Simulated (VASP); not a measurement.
# CdSe (Cadmoselite) (P6_3mc) in VASP: further runs

The runs below take CdSe (Cadmoselite) through single point, with LDA, PBEsol.

All numbers are computed with VASP 6.6.1; they aren't measurements. Logs are shortened: lines on timing, memory, paths and dates and some standing lists are left out, and cuts for length are marked.

## 1. The cell of the first run

Symmetry: P6_3mc, No. 186, hexagonal system. Conventional cell: a = 4.242 Å, b = 4.242 Å, c = 6.925 Å, α = 90.00°, β = 90.00°, γ = 120.00°. Within 3.4 Å of Cd (site symmetry 3m) lie 4 Se at 2.58 to 2.67 Å. Se (site symmetry 3m) has 4 Cd at 2.58 to 2.67 Å within 3.4 Å.

## 2. Single point, LDA (volume scaled by 0.96)

The input, INCAR:

```
  PREC = Accurate
  ENCUT = 520
  EDIFF = 1E-6
  ISMEAR = -1
  SIGMA = 0.05
  LREAL = F
  LASPH = T
  NELM = 100
  ALGO = Normal
  ISIF = 2
  LWAVE = F
  LCHARG = F
  NBANDS = 26
```

The input, KPOINTS:

```
regular mesh
0
Gamma
  7 7 4
```

The input, POSCAR:

```
CdSe
1.0
    4.2418847678      0.0000000000      0.0000000000
   -2.1209423839      3.6735799689      0.0000000000
    0.0000000000      0.0000000000      6.9251235047
Cd Se
2 2
Direct
    0.6666666667      0.3333333333      0.5000000000
    0.3333333333      0.6666666667      0.0000000000
    0.6666666667      0.3333333333      0.8850000000
    0.3333333333      0.6666666667      0.3850000000
```

Potentials or basis: VASP PAW LDA potentials, release 64 (Cd, Se).

Launch:

```
cat potpaw_LDA.64/Cd/POTCAR potpaw_LDA.64/Se/POTCAR > POTCAR
mpirun -np 1 vasp_std > vasp.out
```

OUTCAR:

```text
PREC = Accurate
   ENCUT = 520
   EDIFF = 1E-6
   ISMEAR = -1
   LREAL = F
   LASPH = T
   NELM = 100
   ISIF = 2

 ion  position               nearest neighbor table
   1  0.667  0.333  0.500-   4 2.58   4 2.58   4 2.58   3 2.67
   2  0.333  0.667  0.000-   3 2.58   3 2.58   3 2.58   4 2.67
   3  0.667  0.333  0.885-   2 2.58   2 2.58   2 2.58   1 2.67
   4  0.333  0.667  0.385-   1 2.58   1 2.58   1 2.58   2 2.67

  LATTYP: Found a hexagonal cell.
 ALAT       =     4.2418847678
 C/A-ratio  =     1.6325581395

  Lattice vectors:

 A1 = (   4.2418847678,   0.0000000000,   0.0000000000)
 A2 = (  -2.1209423839,   3.6735799689,   0.0000000000)
 A3 = (   0.0000000000,   0.0000000000,   6.9251235047)

Analysis of symmetry for initial positions (statically):
=====================================================================
 Subroutine PRICEL returns:
 Original cell was already a primitive cell.

 Routine SETGRP: Setting up the symmetry group for a
 hexagonal supercell.

 Subroutine GETGRP returns: Found 12 space group operations
 (whereof  6 operations were pure point group operations)
 out of a pool of 24 trial point group operations.

The static configuration has the point symmetry C_3v.
 The point group associated with its full space group is C_6v.

Analysis of symmetry for dynamics (positions and initial velocities):
=====================================================================
 Subroutine PRICEL returns:
 Original cell was already a primitive cell.

 Routine SETGRP: Setting up the symmetry group for a
 hexagonal supercell.

 Subroutine GETGRP returns: Found 12 space group operations
 (whereof  6 operations were pure point group operations)
 out of a pool of 24 trial point group operations.

The dynamic configuration has the point symmetry C_3v.
 The point group associated with its full space group is C_6v.

 Subroutine INISYM returns: Found 12 space group operations
 (whereof  6 operations are pure point group operations),
 and found     1 'primitive' translations

----------------------------------------------------------------------------------------

                                     Primitive cell

  volume of cell :     107.9135

  direct lattice vectors                    reciprocal lattice vectors
     4.241884768  0.000000000  0.000000000     0.235744263  0.136107014  0.000000000
    -2.120942384  3.673579969  0.000000000     0.000000000  0.272214028  0.000000000
     0.000000000  0.000000000  6.925123505     0.000000000  0.000000000  0.144401757

  length of vectors
     4.241884768  4.241884768  6.925123505     0.272214028  0.272214028  0.144401757

  position of ions in fractional coordinates (direct lattice)
     0.666666667  0.333333333  0.500000000
     0.333333333  0.666666667  0.000000000
     0.666666667  0.333333333  0.885000000
     0.333333333  0.666666667  0.385000000

  ion indices of the primitive-cell ions
   primitive index   ion index
                 1           1
                 2           2
                 3           3
                 4           4

----------------------------------------------------------------------------------------

 KPOINTS: regular mesh

Automatic generation of k-mesh.
 Grid dimensions read from file:
 generate k-points for:    7    7    4

 Generating k-lattice:

  Cartesian coordinates                     Fractional coordinates (reciprocal lattice)
     0.033677752  0.019443859  0.000000000     0.142857143  0.000000000  0.000000000
     0.000000000  0.038887718  0.000000000     0.000000000  0.142857143  0.000000000
     0.000000000  0.000000000  0.036100439     0.000000000  0.000000000  0.250000000

  Length of vectors
     0.038887718  0.038887718  0.036100439

  Shift w.r.t. Gamma in fractional coordinates (k-lattice)
     0.000000000  0.000000000  0.000000000

 Subroutine IBZKPT returns following result:
 ===========================================

 Found     24 irreducible k-points:

 Following reciprocal coordinates:
            Coordinates               Weight
  0.000000  0.000000  0.000000      1.000000
  0.142857 -0.000000  0.000000      6.000000
  0.285714  0.000000  0.000000      6.000000
  0.428571  0.000000  0.000000      6.000000
  0.142857  0.142857  0.000000      6.000000
  0.285714  0.142857  0.000000     12.000000
[... 16 lines left out ...]
  0.428571  0.142857  0.500000      6.000000
  0.285714  0.285714  0.500000      6.000000
   k-points           NKPTS =     24   k-points in BZ     NKDIM =     24   number of bands    NBANDS=     26
   number of dos      NEDOS =    301   number of ions     NIONS =      4
   total plane-waves  NPLWV =  55296
   dimension x,y,z NGX =    32 NGY =   32 NGZ =   54
   dimension x,y,z NGXF=    64 NGYF=   64 NGZF=  108
   ions per type =               2   2
   NGX,Y,Z   is equivalent  to a cutoff of  12.54, 12.54, 12.96 a.u.
   NGXF,Y,Z  is equivalent  to a cutoff of  25.08, 25.08, 25.93 a.u.
 SYSTEM =  unknown system
   PREC   = accura    normal or accurate (medium, high low for compatibility)
   ISTART =      0    job   : 0-new  1-cont  2-samecut
   ICHARG =      2    charge: 1-file 2-atom 10-const
   ISPIN  =      1    spin polarized calculation?
   LNONCOLLINEAR =      F non collinear calculations
   LSORBIT =      F    spin-orbit coupling
   LASPH  =      T    aspherical Exc in radial PAW
   ENCUT  =  520.0 eV  38.22 Ry    6.18 a.u.   7.89  7.89 12.88*2*pi/ulx,y,z
   NELM   =    100;   NELMIN=  2; NELMDL= -5     # of ELM steps
   EDIFF  = 0.1E-05   stopping-criterion for ELM
   LREAL  =      F    real-space projection
   EDIFFG = 0.1E-04   stopping-criterion for IOM
   NSW    =      0    number of steps for IOM
   IBRION =     -1    ionic relax: 0-MD 1-quasi-New 2-CG
   NFREE  =      0    steps in history (QN), initial steepest desc. (CG)
   ISIF   =      2    stress and relaxation
   ISYM   =      2    0-nonsym 1-usesym 2-fastsym
   POTIM  = 0.5000    time-step for ionic-motion
   TEBEG  =    0.0;   TEEND  =   0.0 temperature during run
   PSTRESS=    0.0 pullay stress
   NELECT =      36.0000    total number of electrons
   NUPDOWN=      -1.0000    fix difference up-down
   EMIN   =  10.00;   EMAX   =-10.00  energy-range for DOS
   EFERMI =   0.00;   METHOD = LEGACY
   ISMEAR =    -1;   SIGMA  =   0.05  broadening in eV -4-tet -1-fermi 0-gaus
   EFERMI_NEDOS =   21; number of points for ismear=-14 and -15
   IALGO  =     38    algorithm
   IMIX   =      4    mixing-type and parameters
     AMIX     =   0.40;   BMIX     =  1.00
     AMIX_MAG =   1.60;   BMIX_MAG =  1.00
  volume/ion in A,a.u.               =      26.98       182.06
  Fermi-wavevector in a.u.,A,eV,Ry     =   1.135404  2.145602 17.539841  1.289142
  Thomas-Fermi vector in A             =   2.272109
   LORBIT       =      0    0 simple, 1 ext, 2 COOP (PROOUT), +10 PAW based schemes
   GGA     = CA    functional components
   LHFCALC =     F    Hartree Fock is set to
   AEXX    =    0.0000 exact exchange contribution
   IVDW    =     0    specifies the selected vdW correction
   LEPSILON=     F    determine dielectric tensor
   LRPA    =     F    only Hartree local field effects (RPA)
 non-spin polarized calculation
  energy-cutoff  :      520.00
  volume of cell :      107.91
 maximum number of plane-waves:      2922
 NGX is ok and might be reduce to    32
   NGX = 15   NGY = 15   NGZ = 25

 number of electron      35.9999998 magnetization

 Free energy of the ion-electron system (eV)
  ---------------------------------------------------
  ext. energy  EPLUGINS =         0.00000000
  ---------------------------------------------------
  free energy    TOTEN  =       -13.49278224 eV

  energy without entropy =      -13.49272806  energy(sigma->0) =      -13.49275515

 E-fermi :   1.4537     XC(G=0):  -9.4688

 val. band max:        1.1509667465   @ k =   0.0000   0.0000   0.0000
 cond. band min:       1.6961466430   @ k =   0.0000   0.0000   0.0000
 fundamental gap:      0.5451798965
 Fermi energy:         1.4536631836

 k-point     1 :       0.0000    0.0000    0.0000
  band No.  band energies     occupation
      1     -11.7372      2.00000
      2     -11.3271      2.00000
      3      -6.9580      2.00000
      4      -6.9580      2.00000
      5      -6.8964      2.00000
      6      -6.8964      2.00000
[... 18 lines left out ...]
     25       8.0648      0.00000
     26       8.7956      0.00000

 k-point     2 :       0.1429   -0.0000    0.0000
  band No.  band energies     occupation
      1     -11.6667      2.00000
      2     -11.2930      2.00000
      3      -6.9283      2.00000
      4      -6.9201      2.00000
      5      -6.8658      2.00000
      6      -6.8589      2.00000
[... 18 lines left out ...]
     25       8.3852      0.00000
     26       8.5786      0.00000

 k-point     3 :       0.2857    0.0000    0.0000
  band No.  band energies     occupation
      1     -11.4980      2.00000
      2     -11.2238      2.00000
      3      -6.8689      2.00000
      4      -6.8561      2.00000
      5      -6.7734      2.00000
      6      -6.7486      2.00000
[... 18 lines left out ...]
     25       8.7254      0.00000
     26       9.1281      0.00000

 k-point     4 :       0.4286    0.0000    0.0000
  band No.  band energies     occupation
      1     -11.3424      2.00000
      2     -11.1863      2.00000
      3      -6.8336      2.00000
      4      -6.8327      2.00000
      5      -6.7060      2.00000
      6      -6.6577      2.00000
[... 18 lines left out ...]
     25       8.9854      0.00000
     26      10.3159      0.00000
[... 496 lines left out ...]
      1     -11.2788      2.00000
      2     -11.2788      2.00000
      3      -6.7979      2.00000
      4      -6.7979      2.00000
      5      -6.7699      2.00000
      6      -6.7699      2.00000
[... 18 lines left out ...]
     25       8.8266      0.00000
     26       8.8266      0.00000

 k-point    23 :       0.4286    0.1429    0.5000
  band No.  band energies     occupation
      1     -11.2297      2.00000
      2     -11.2297      2.00000
      3      -6.7791      2.00000
      4      -6.7791      2.00000
      5      -6.7589      2.00000
      6      -6.7589      2.00000
[... 18 lines left out ...]
     25       9.5197      0.00000
     26       9.5197      0.00000

 k-point    24 :       0.2857    0.2857    0.5000
  band No.  band energies     occupation
      1     -11.2185      2.00000
      2     -11.2185      2.00000
      3      -6.7674      2.00000
      4      -6.7674      2.00000
      5      -6.7460      2.00000
      6      -6.7460      2.00000
[... 18 lines left out ...]
     25       9.1332      0.00000
     26       9.1332      0.00000

------------------------ aborting loop because EDIFF is reached ----------------------------------------

  FORCE on cell =-STRESS in cart. coord.  units (eV):
  Direction    XX          YY          ZZ          XY          YZ          ZX
  --------------------------------------------------------------------------------------
  -------------------------------------------------------------------------------------
  Total        1.1177329      1.1177329     -0.3852208      0.0000000     -0.0000000      0.0000000
  in kB       16.5948266     16.5948266     -5.7193201      0.0000000     -0.0000000      0.0000000
  external PRESSURE =       9.1567777 kB  Pullay stress =       0.0000000 kB

 VOLUME and BASIS-vectors are now :
 -----------------------------------------------------------------------------
  energy-cutoff  :      520.00
  volume of cell :      107.91
      direct lattice vectors                 reciprocal lattice vectors
     4.241884768  0.000000000  0.000000000     0.235744263  0.136107014  0.000000000
    -2.120942384  3.673579969  0.000000000     0.000000000  0.272214028  0.000000000
     0.000000000  0.000000000  6.925123505     0.000000000  0.000000000  0.144401757

 POSITION                                       TOTAL-FORCE (eV/Angst)
 -----------------------------------------------------------------------------------
      2.12094      1.22453      3.46256        -0.000000     -0.000000      0.309821
     -0.00000      2.44905      0.00000        -0.000000      0.000000      0.309821
      2.12094      1.22453      6.12873         0.000000     -0.000000     -0.309821
     -0.00000      2.44905      2.66617         0.000000      0.000000     -0.309821
 -----------------------------------------------------------------------------------
    total drift:                                0.000000      0.000000     -0.000055

  FREE ENERGIE OF THE ION-ELECTRON SYSTEM (eV)
  ---------------------------------------------------
  free  energy   TOTEN  =       -13.4927822376 eV

  energy  without entropy=      -13.4927280618  energy(sigma->0) =      -13.49275515
```

It took 43 s on 1 thread of Intel Xeon Platinum 8259CL at 2.50GHz (Skylake/Cascade Lake), shared host; peak memory 0.22 GiB.

Results:

- Free energy: -13.4928 eV
- Pressure: 0.9 GPa
- Largest force: 0.310 eV/Å
- Band gap on the k mesh: 0.55 eV, direct

Forces on the atoms (eV/Å):
```
Cd   0.000  0.000  0.310
Cd   0.000  0.000  0.310
Se   0.000  0.000 -0.310
Se   0.000  0.000 -0.310
```

Levels at points of the mesh, in eV from the valence-band top:
```tsv
k point	band 14	band 15	band 16	band 17	band 18	band 19	band 20	band 21	band 22	band 23
(0.00, 0.00, 0.00)	-0.79	-0.79	-0.02	0.00	0.00	0.55	1.96	5.73	5.73	6.00
(0.00, 0.00, 0.50)	-2.76	-0.41	-0.41	-0.41	-0.41	2.22	2.22	5.71	5.71	6.13
```

(Part 1 of 2 ends here.)
